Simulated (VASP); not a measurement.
A run of VASP 6.6.1 is set up as follows.

INCAR

```
PREC     = Accurate       # precision mode
ENCUT    = 500            # plane-wave cutoff, eV
EDIFF    = 1E-7           # SCF threshold, eV
ISMEAR   = -1             # smearing method
SIGMA    = 0.1            # smearing width, eV
LREAL    = False          # projectors in reciprocal space
LASPH    = True           # aspherical terms in the spheres
NELM     = 120            # most SCF steps
ALGO     = Normal         # electronic algorithm
ISIF     = 3              # what is computed and relaxed
LWAVE    = False          # write WAVECAR
LCHARG   = False          # write CHGCAR
GGA      = PE             # functional
IBRION   = 2              # ionic algorithm
NSW      = 60             # ionic steps
EDIFFG   = -0.005         # ionic threshold
GGA_COMPAT= False        
NELMIN   = 4
```

The input KPOINTS:

```
Automatic mesh
0
Gamma
  17 17 17
```

File POSCAR:

```
Si
1.0
    0.0000000000      2.0000000000      2.0000000000
    2.0000000000      0.0000000000      2.0000000000
    2.0000000000      2.0000000000      0.0000000000
Si
1
Direct
    0.0000000000      0.0000000000      0.0000000000
```

Potentials or basis: VASP PAW PBE potentials, release 64 (Si).

Launch:

```sh
$ cat potpaw_PBE.64/Si/POTCAR > POTCAR
$ mpirun -np 1 vasp_std > vasp.out
```

(1) Predict the space group after relaxing (to 0.1 Å).

(2) What does it give for the relaxed volume?

Results:

(1) Fm-3m (No. 225).

(2) 14.50 Å³/atom.
